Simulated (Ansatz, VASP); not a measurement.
Two plane-wave programs on C

Contents of INCAR:

```
  ALGO = Normal
  EDIFF = 1E-7
  ENCUT = 520
  GGA = PS
  ISIF = 2
  ISMEAR = 0
  LASPH = True
  LCHARG = False
  LREAL = False
  LWAVE = False
  NBANDS = 31
  NELM = 60
  PREC = Accurate
  SIGMA = 0.05
```

Contents of KPOINTS:

```
k-points
0
Gamma
  12 12 12
```

File POSCAR:

```
C
1.0
    1.2283500000      0.7091882032     10.5913333333
   -1.2283500000      0.7091882032     10.5913333333
    0.0000000000     -1.4183764063     10.5913333333
C
10
Direct
    0.0248220069      0.0248220069      0.0248220069
    0.9751779931      0.9751779931      0.9751779931
    0.1086877374      0.1086877374      0.1086877374
    0.8913122626      0.8913122626      0.8913122626
    0.1583652898      0.1583652898      0.1583652898
    0.8416347102      0.8416347102      0.8416347102
    0.3748635523      0.3748635523      0.3748635523
    0.6251364477      0.6251364477      0.6251364477
    0.4253181912      0.4253181912      0.4253181912
    0.5746818088      0.5746818088      0.5746818088
```

Input for Ansatz:

```yaml
crystal:
  lattice:
    - [1.22835, 0.7091882032, 10.5913333333]
    - [-1.22835, 0.7091882032, 10.5913333333]
    - [0.0, -1.4183764063, 10.5913333333]
  atoms:
    - { symbol: C, position: [0.0248220069, 0.0248220069, 0.0248220069] }
    - { symbol: C, position: [0.9751779931, 0.9751779931, 0.9751779931] }
    - { symbol: C, position: [0.1086877374, 0.1086877374, 0.1086877374] }
    - { symbol: C, position: [0.8913122626, 0.8913122626, 0.8913122626] }
    - { symbol: C, position: [0.1583652898, 0.1583652898, 0.1583652898] }
    - { symbol: C, position: [0.8416347102, 0.8416347102, 0.8416347102] }
    - { symbol: C, position: [0.3748635523, 0.3748635523, 0.3748635523] }
    - { symbol: C, position: [0.6251364477, 0.6251364477, 0.6251364477] }
    - { symbol: C, position: [0.4253181912, 0.4253181912, 0.4253181912] }
    - { symbol: C, position: [0.5746818088, 0.5746818088, 0.5746818088] }
basis:
  ecutwfc: 520.0
kpoints:
  mp_grid: { grid: [12, 12, 12] }
hamiltonian:
  xc: pbesol
  pseudopotentials: { kind: paw, azcp: { folder: soft_1 } }
scf:
  occupations: { method: gaussian, width: 0.05 }
output:
  forces: true
  stress: true
  eigenvalues: true
```

Alike in both runs: task single point; functional PBEsol; k mesh 12 × 12 × 12; occupations gaussian, width 0.05 eV; no spin polarisation.

|  | VASP | Ansatz |
| --- | --- | --- |
| version | VASP 6.6.1 | Ansatz 0.2.0 |
| potentials or method | VASP PAW PBE potentials, release 64 (C), cutoff 520 eV | scalar-relativistic, plane waves, PAW |
| valence electrons in the cell | 40 | 40 |

|  | VASP | Ansatz | Ansatz less VASP |
| --- | --- | --- | --- |
| gap on the k mesh at the Fermi level (eV) | 4.30 | 4.30 | +0.002 |
| least direct gap on the mesh (eV) | 4.30 | 4.30 | +0.002 |
| pressure (GPa) | 8.9 | 7.7 | -1.20 |
| traceless stress, the component that is largest in VASP (GPa) | -38.11 | -37.82 | +0.282 |
| rms of the force components (eV/Å) | 0.063 | 0.051 | -0.0112 |

VASP's potentials were made for PBE, not for PBEsol, and Ansatz warns of the same on its side. Atom by atom the forces differ by 0.012 eV/Å (rms over components).
